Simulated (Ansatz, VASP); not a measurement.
Ti: VASP beside Ansatz

INCAR

```
SYSTEM = Ti
PREC = Accurate ; ENCUT = 500
EDIFF = 1E-6 ; ISMEAR = -1
SIGMA = 0.08 ; LREAL = .False.
LASPH = .True. ; NELM = 120
ALGO = Normal ; ISIF = 2
LWAVE = .False. ; LCHARG = .True.
GGA = PS ; LELF = .True.
LVHAR = .True. ; NBANDS = 12
GGA_COMPAT = .False.
```

The input KPOINTS:

```
Automatic mesh
0
Gamma
  17 17 17
  0 0 0
```

The input POSCAR:

```
Ti
1.0
   -1.6738200000      1.6410000000      1.6410000000
    1.6410000000     -1.6738200000      1.6410000000
    1.6410000000      1.6410000000     -1.6738200000
Ti
1
Direct
    0.0000000000      0.0000000000      0.0000000000
```

Input for Ansatz:

```yaml
crystal:
  lattice:
    - [-1.67382, 1.641, 1.641]
    - [1.641, -1.67382, 1.641]
    - [1.641, 1.641, -1.67382]
  atoms:
    - { symbol: Ti, position: [0.0, 0.0, 0.0] }
kpoints:
  mp_grid: { grid: [17, 17, 17] }
  band_path:
    path:
      - [0.0, 0.0, 0.0]
      - [0.0, 0.0, 0.5]
      - [-0.5, 0.5, 0.5]
      - [-0.7548769728, 0.2451230272, 0.2451230272]
      - [0.2451230272, 0.2451230272, 0.2451230272]
      - [0.0, 0.0, 0.0]
      - [-0.5, 0.0, 0.5]
    npoints: 5
scf:
  occupations: { method: fermi_dirac, width: 0.08 }
hamiltonian:
  xc: pbesol
  pseudopotentials: { kind: all_electron, lapw: { basis_error: 0.001 } }
output:
  forces: true
  stress: true
  eigenvalues: true
```

Change from the starting cell: equal xy, yz and zx shear strains of -2 %.

Alike in both runs: task single point; functional PBEsol; k mesh 17 × 17 × 17; occupations fermi-dirac, width 0.08 eV; no spin polarisation.

```csv
,VASP,Ansatz
version,VASP 6.6.1,Ansatz 0.2.0
potentials or method,"VASP PAW PBE potentials, release 64 (Ti_sv), cutoff 500 eV","all-electron LAPW, scalar-relativistic"
```

|  | VASP | Ansatz | Ansatz less VASP |
| --- | --- | --- | --- |
| pressure (GPa) | -6.7 | -6.5 | +0.20 |
| traceless stress, the component that is largest in VASP (GPa) | 0.63 | 0.63 | +0.002 |

VASP's potentials were made for PBE, not for PBEsol. Ansatz ran all-electron here, and VASP with PAW potentials.
